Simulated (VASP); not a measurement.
# BeTe (F-43m) in VASP: further runs

BeTe is run at these levels: PBE+D3(BJ); tasks: single point, relaxation of cell and atoms.

All numbers are computed with VASP 6.6.1; they aren't measurements. Logs are shortened: lines on timing, memory, paths and dates and some standing lists are left out, and cuts for length are marked.

## Step 1: The cell of the first run

Symmetry: F-43m, No. 216, cubic system. The conventional cell has a = 5.581 Å, b = 5.581 Å, c = 5.581 Å, α = 90.00°, β = 90.00°, γ = 90.00°. Within 3.2 Å of Be (site symmetry -43m) lie 4 Te at 2.42 Å. Within 3.2 Å of Te (site symmetry -43m) lie 4 Be at 2.42 Å.

## Step 2: Single point, PBE+D3(BJ)

Contents of INCAR:

```
SYSTEM = BeTe
ALGO     = Normal         ! electronic algorithm
EDIFF    = 1E-7           ! SCF threshold, eV
ENCUT    = 520            ! plane-wave cutoff, eV
GGA      = PE             ! functional
ISIF     = 2              ! what is computed and relaxed
ISMEAR   = 0              ! smearing method
IVDW     = 12             ! dispersion correction
LASPH    = .TRUE.         ! aspherical terms in the spheres
LCHARG   = .TRUE.         ! write CHGCAR
LELF     = .TRUE.         ! ELF
LREAL    = .FALSE.        ! projectors in reciprocal space
LVHAR    = .TRUE.       
LWAVE    = .FALSE.        ! write WAVECAR
NBANDS   = 11             ! bands
NELM     = 80             ! most SCF steps
PREC     = Accurate       ! precision mode
SIGMA    = 0.02           ! smearing width, eV
```

Contents of KPOINTS:

```
k-points
0
G
  8 8 8
  0 0 0
```

Contents of POSCAR:

```
BeTe
1.0
    0.0000000000      2.7906023567      2.7906023567
    2.7906023567      0.0000000000      2.7906023567
    2.7906023567      2.7906023567      0.0000000000
Be Te
1 1
Direct
    0.0000000000      0.0000000000      0.0000000000
    0.2500000000      0.2500000000      0.2500000000
```

Potentials or basis: VASP PAW PBE potentials, release 64 (Be, Te).

Run with:

```
> cat potpaw_PBE.64/Be/POTCAR potpaw_PBE.64/Te/POTCAR > POTCAR
> mpirun -np 1 vasp_std > vasp.out
```

OUTCAR:

```text
SYSTEM = BeTe
   EDIFF = 1E-7
   ENCUT = 520
   GGA = PE
   ISIF = 2
   ISMEAR = 0
   IVDW = 12
   LASPH = .TRUE.
   LREAL = .FALSE.
   NELM = 80
   PREC = Accurate
 IVDW          = 12

 ion  position               nearest neighbor table
   1  0.000  0.000  0.000-   2 2.42   2 2.42   2 2.42   2 2.42
   2  0.250  0.250  0.250-   1 2.42   1 2.42   1 2.42   1 2.42

  LATTYP: Found a face centered cubic cell.
 ALAT       =     5.5812047134

  Lattice vectors:

 A1 = (   0.0000000000,   2.7906023567,   2.7906023567)
 A2 = (   2.7906023567,   0.0000000000,   2.7906023567)
 A3 = (   2.7906023567,   2.7906023567,   0.0000000000)

Analysis of symmetry for initial positions (statically):
=====================================================================
 Subroutine PRICEL returns:
 Original cell was already a primitive cell.

 Routine SETGRP: Setting up the symmetry group for a
 face centered cubic supercell.

 Subroutine GETGRP returns: Found 24 space group operations
 (whereof 24 operations were pure point group operations)
 out of a pool of 48 trial point group operations.

The static configuration has the point symmetry T_d .

Analysis of symmetry for dynamics (positions and initial velocities):
=====================================================================
 Subroutine PRICEL returns:
 Original cell was already a primitive cell.

 Routine SETGRP: Setting up the symmetry group for a
 face centered cubic supercell.

 Subroutine GETGRP returns: Found 24 space group operations
 (whereof 24 operations were pure point group operations)
 out of a pool of 48 trial point group operations.

The dynamic configuration has the point symmetry T_d .

 Subroutine INISYM returns: Found 24 space group operations
 (whereof 24 operations are pure point group operations),
 and found     1 'primitive' translations

----------------------------------------------------------------------------------------

                                     Primitive cell

  volume of cell :      43.4634

  direct lattice vectors                    reciprocal lattice vectors
     0.000000000  2.790602357  2.790602357    -0.179172786  0.179172786  0.179172786
     2.790602357  0.000000000  2.790602357     0.179172786 -0.179172786  0.179172786
     2.790602357  2.790602357  0.000000000     0.179172786  0.179172786 -0.179172786

  length of vectors
     3.946507700  3.946507700  3.946507700     0.310336369  0.310336369  0.310336369

  position of ions in fractional coordinates (direct lattice)
     0.000000000  0.000000000  0.000000000
     0.250000000  0.250000000  0.250000000

  ion indices of the primitive-cell ions
   primitive index   ion index
                 1           1
                 2           2

----------------------------------------------------------------------------------------

 KPOINTS: k-points

Automatic generation of k-mesh.
 Grid dimensions read from file:
 generate k-points for:    8    8    8

 Generating k-lattice:

  Cartesian coordinates                     Fractional coordinates (reciprocal lattice)
    -0.022396598  0.022396598  0.022396598     0.125000000  0.000000000  0.000000000
     0.022396598 -0.022396598  0.022396598     0.000000000  0.125000000  0.000000000
     0.022396598  0.022396598 -0.022396598     0.000000000  0.000000000  0.125000000

  Length of vectors
     0.038792046  0.038792046  0.038792046

  Shift w.r.t. Gamma in fractional coordinates (k-lattice)
     0.000000000  0.000000000  0.000000000

 Subroutine IBZKPT returns following result:
 ===========================================

 Found     29 irreducible k-points:

 Following reciprocal coordinates:
            Coordinates               Weight
  0.000000  0.000000  0.000000      1.000000
  0.125000  0.000000  0.000000      8.000000
  0.250000  0.000000  0.000000      8.000000
  0.375000  0.000000  0.000000      8.000000
  0.500000  0.000000  0.000000      4.000000
  0.125000  0.125000  0.000000      6.000000
[... 16 lines left out ...]
  0.500000  0.250000  0.125000     48.000000
 -0.375000  0.250000  0.125000     24.000000
 [... further k-points ...]
   k-points           NKPTS =     29   k-points in BZ     NKDIM =     29   number of bands    NBANDS=     11
   number of dos      NEDOS =    301   number of ions     NIONS =      2
   total plane-waves  NPLWV =  27000
   dimension x,y,z NGX =    30 NGY =   30 NGZ =   30
   dimension x,y,z NGXF=    60 NGYF=   60 NGZF=   60
   ions per type =               1   1
   NGX,Y,Z   is equivalent  to a cutoff of  12.64, 12.64, 12.64 a.u.
   NGXF,Y,Z  is equivalent  to a cutoff of  25.27, 25.27, 25.27 a.u.
 SYSTEM =  BeTe
   PREC   = accura    normal or accurate (medium, high low for compatibility)
   ISTART =      0    job   : 0-new  1-cont  2-samecut
   ICHARG =      2    charge: 1-file 2-atom 10-const
   ISPIN  =      1    spin polarized calculation?
   LNONCOLLINEAR =      F non collinear calculations
   LSORBIT =      F    spin-orbit coupling
   LASPH  =      T    aspherical Exc in radial PAW
   ENCUT  =  520.0 eV  38.22 Ry    6.18 a.u.   7.34  7.34  7.34*2*pi/ulx,y,z
   NELM   =     80;   NELMIN=  2; NELMDL= -5     # of ELM steps
   EDIFF  = 0.1E-06   stopping-criterion for ELM
   LREAL  =      F    real-space projection
   EDIFFG = 0.1E-05   stopping-criterion for IOM
   NSW    =      0    number of steps for IOM
   IBRION =     -1    ionic relax: 0-MD 1-quasi-New 2-CG
   NFREE  =      0    steps in history (QN), initial steepest desc. (CG)
   ISIF   =      2    stress and relaxation
   ISYM   =      2    0-nonsym 1-usesym 2-fastsym
   POTIM  = 0.5000    time-step for ionic-motion
   TEBEG  =    0.0;   TEEND  =   0.0 temperature during run
   PSTRESS=    0.0 pullay stress
   NELECT =       8.0000    total number of electrons
   NUPDOWN=      -1.0000    fix difference up-down
   EMIN   =  10.00;   EMAX   =-10.00  energy-range for DOS
   EFERMI =   0.00;   METHOD = LEGACY
   ISMEAR =     0;   SIGMA  =   0.02  broadening in eV -4-tet -1-fermi 0-gaus
   EFERMI_NEDOS =   21; number of points for ismear=-14 and -15
   IALGO  =     38    algorithm
   IMIX   =      4    mixing-type and parameters
     AMIX     =   0.40;   BMIX     =  1.00
     AMIX_MAG =   1.60;   BMIX_MAG =  1.00
  volume/ion in A,a.u.               =      21.73       146.65
  Fermi-wavevector in a.u.,A,eV,Ry     =   0.931244  1.759796 11.799184  0.867216
  Thomas-Fermi vector in A             =   2.057717
   LORBIT       =      0    0 simple, 1 ext, 2 COOP (PROOUT), +10 PAW based schemes
   GGA     = PE    functional components
   LHFCALC =     F    Hartree Fock is set to
   AEXX    =    0.0000 exact exchange contribution
   IVDW    =    12    specifies the selected vdW correction
   LEPSILON=     F    determine dielectric tensor
   LRPA    =     F    only Hartree local field effects (RPA)
 non-spin polarized calculation
 Gauss-broadening in eV      SIGMA  =   0.02
  energy-cutoff  :      520.00
  volume of cell :       43.46
 maximum number of plane-waves:      1211
 NGX is ok and might be reduce to    30
   NGX = 15   NGY = 15   NGZ = 15

 number of electron       7.9999999 magnetization

 Free energy of the ion-electron system (eV)
  ---------------------------------------------------
  ext. energy  EPLUGINS =         0.00000000
  ---------------------------------------------------
  free energy    TOTEN  =        -7.60658483 eV

  energy without entropy =       -7.60658483  energy(sigma->0) =       -7.60658483

 E-fermi :   5.5008     XC(G=0):  -9.1665

 val. band max:        5.4051096363   @ k =   0.0000   0.0000   0.0000
 cond. band min:       7.3105511113   @ k =   0.5000   0.5000   0.0000
 fundamental gap:      1.9054414750
 Fermi energy:         5.5008249123

 k-point     1 :       0.0000    0.0000    0.0000
  band No.  band energies     occupation
      1      -7.0750      2.00000
      2       5.4051      2.00000
      3       5.4051      2.00000
      4       5.4051      2.00000
      5       8.9908      0.00000
      6       8.9908      0.00000
      7       8.9908      0.00000
      8       9.4279      0.00000
      9      13.7611      0.00000
     10      15.7064      0.00000
     11      15.7064      0.00000

 k-point     2 :       0.1250    0.0000    0.0000
  band No.  band energies     occupation
      1      -6.9213      2.00000
      2       4.0552      2.00000
      3       5.1575      2.00000
      4       5.1575      2.00000
      5       8.9891      0.00000
      6       9.3482      0.00000
      7       9.3482      0.00000
      8      10.6750      0.00000
      9      14.1844      0.00000
     10      14.7421      0.00000
     11      14.7421      0.00000

 k-point     3 :       0.2500    0.0000    0.0000
  band No.  band energies     occupation
      1      -6.4958      2.00000
      2       1.9914      2.00000
      3       4.7002      2.00000
      4       4.7002      2.00000
      5       8.7817      0.00000
      6       9.8914      0.00000
      7       9.8914      0.00000
      8      12.5786      0.00000
      9      14.4648      0.00000
     10      14.4648      0.00000
     11      14.5080      0.00000
[... 267 lines left out ...]
 k-point    23 :       0.5000    0.2500    0.1250
  band No.  band energies     occupation
      1      -5.6556      2.00000
      2       0.6443      2.00000
      3       2.5180      2.00000
      4       3.6517      2.00000
      5       9.4421      0.00000
      6      10.1244      0.00000
      7      11.3715      0.00000
      8      12.3980      0.00000
      9      15.3322      0.00000
     10      15.8593      0.00000
     11      17.7722      0.00000

 k-point    24 :      -0.3750    0.2500    0.1250
  band No.  band energies     occupation
      1      -5.4072      2.00000
      2       0.1242      2.00000
      3       2.4102      2.00000
      4       3.4191      2.00000
      5       9.6001      0.00000
      6       9.8242      0.00000
      7      12.1577      0.00000
      8      13.2471      0.00000
      9      13.9606      0.00000
     10      17.0546      0.00000
     11      17.4162      0.00000

 [... further k-points ...]

------------------------ aborting loop because EDIFF is reached ----------------------------------------

 Edisp (eV)   -0.69671

 E8    (eV) :    -0.2968

  FORCE on cell =-STRESS in cart. coord.  units (eV):
  Direction    XX          YY          ZZ          XY          YZ          ZX
  --------------------------------------------------------------------------------------
  -------------------------------------------------------------------------------------
  Total       0.04361     0.04361     0.04361     0.00000     0.00000    -0.00000
  in kB       1.60765     1.60765     1.60765     0.00000     0.00000    -0.00000
  external pressure =        1.61 kB  Pullay stress =        0.00 kB

 VOLUME and BASIS-vectors are now :
 -----------------------------------------------------------------------------
  energy-cutoff  :      520.00
  volume of cell :       43.46
      direct lattice vectors                 reciprocal lattice vectors
     0.000000000  2.790602357  2.790602357    -0.179172786  0.179172786  0.179172786
     2.790602357  0.000000000  2.790602357     0.179172786 -0.179172786  0.179172786
     2.790602357  2.790602357  0.000000000     0.179172786  0.179172786 -0.179172786

 POSITION                                       TOTAL-FORCE (eV/Angst)
 -----------------------------------------------------------------------------------
      0.00000      0.00000      0.00000        -0.000000     -0.000000     -0.000000
      1.39530      1.39530      1.39530         0.000000      0.000000      0.000000
 -----------------------------------------------------------------------------------
    total drift:                                0.000000      0.000000      0.000000

  FREE ENERGIE OF THE ION-ELECTRON SYSTEM (eV)
  ---------------------------------------------------
  free  energy   TOTEN  =        -8.3032939411 eV

  energy  without entropy=       -8.3032939411  energy(sigma->0) =       -8.30329394
```

Run time: 13 s. Hardware: 1 thread of Intel Xeon Platinum 8488C (Sapphire Rapids), shared host; peak memory 0.18 GiB.

Results:

- Free energy: -8.3033 eV
- Pressure: 0.2 GPa
- Band gap on the k mesh: 1.91 eV, indirect (least direct gap 3.59 eV)
- Dispersion energy per atom: -0.348 eV

Caveat: spin-orbit coupling is left out, which moves the levels of the heavy elements. A k mesh can miss the band edges.

## Step 3: Relaxation of cell and atoms, PBE+D3(BJ)

This run uses another cell than the first one, of 22.71 Å³/atom, 1.045 times its volume.

Contents of INCAR:

```
SYSTEM = BeTe
PREC = Accurate
ENCUT = 600
EDIFF = 1E-7
ISMEAR = 0
SIGMA = 0.02
LREAL = .False.
LASPH = .True.
NELM = 100
ALGO = Normal
ISIF = 3
LWAVE = .False.
LCHARG = .False.
GGA = PE
IVDW = 12
IBRION = 2
NSW = 70
EDIFFG = -0.005
```

Contents of KPOINTS:

```
regular mesh
0
Gamma
  8 8 8
  0 0 0
```

Contents of POSCAR:

```
BeTe
1.0
    0.0000000000      2.8318743745      2.8318743745
    2.8318743745      0.0000000000      2.8318743745
    2.8318743745      2.8318743745      0.0000000000
Be Te
1 1
Direct
    0.0000000000      0.0000000000      0.0000000000
    0.2500000000      0.2500000000      0.2500000000
```

Potentials or basis: VASP PAW PBE potentials, release 64 (Be, Te).

Run with:

```
> cat potpaw_PBE.64/Be/POTCAR potpaw_PBE.64/Te/POTCAR > POTCAR
> mpirun -np 1 vasp_std > vasp.out
```

It took 18 s on 1 thread of Intel Xeon Platinum 8488C (Sapphire Rapids), shared host; peak memory 0.19 GiB.

It converged, with:

```yaml
Free_energy: -8.3034 eV
Relaxed_volume: 21.79 Å³/atom
Relaxed_cell: a = 3.950 Å, b = 3.950 Å, c = 3.950 Å, α = 60.00°, β = 60.00°, γ = 60.00°
Space_group_after_relaxing_to_0.05_Å: F-43m (No. 216)
Energy_gained_by_relaxing: 7.1 meV/atom
Ionic_steps: 3
Pressure_after_relaxing: 0.0 GPa
Band_gap_on_the_k_mesh: 1.91 eV, indirect (least direct gap 3.59 eV)
Dispersion_energy_per_atom: -0.347 eV
```

Step by step:
```
step  energy change (eV)  largest force (eV/Å)  pressure (GPa)  volume (Å³)
   1              0.0000                0.0000           -2.37        45.42
   2             -0.0137                0.0000            0.47        43.25
   3             -0.0142                0.0000            0.01        43.57
```

Final structure:
```
Be Te
1.0
     0.00000    2.79288    2.79288
     2.79288    0.00000    2.79288
     2.79288    2.79288    0.00000
Be Te
1 1
Direct
  0.00000 0.00000 0.00000
  0.25000 0.25000 0.25000
```

Levels at points of the mesh, in eV from the valence-band top:
| k point | band 1 | band 2 | band 3 | band 4 | band 5 | band 6 | band 7 | band 8 |
| --- | --- | --- | --- | --- | --- | --- | --- | --- |
| (0.00, 0.00, 0.00) | -12.46 | 0.00 | 0.00 | 0.00 | 3.59 | 3.59 | 3.59 | 4.00 |
| (0.50, 0.00, 0.00) | -11.06 | -5.70 | -1.18 | -1.18 | 3.14 | 4.58 | 4.58 | 7.81 |
| (0.50, 0.50, 0.00) | -10.54 | -5.25 | -2.74 | -2.74 | 1.91 | 2.63 | 9.86 | 9.86 |

Caveat: spin-orbit coupling is left out, which moves the levels of the heavy elements.

(Part 1 of 2 ends here.)
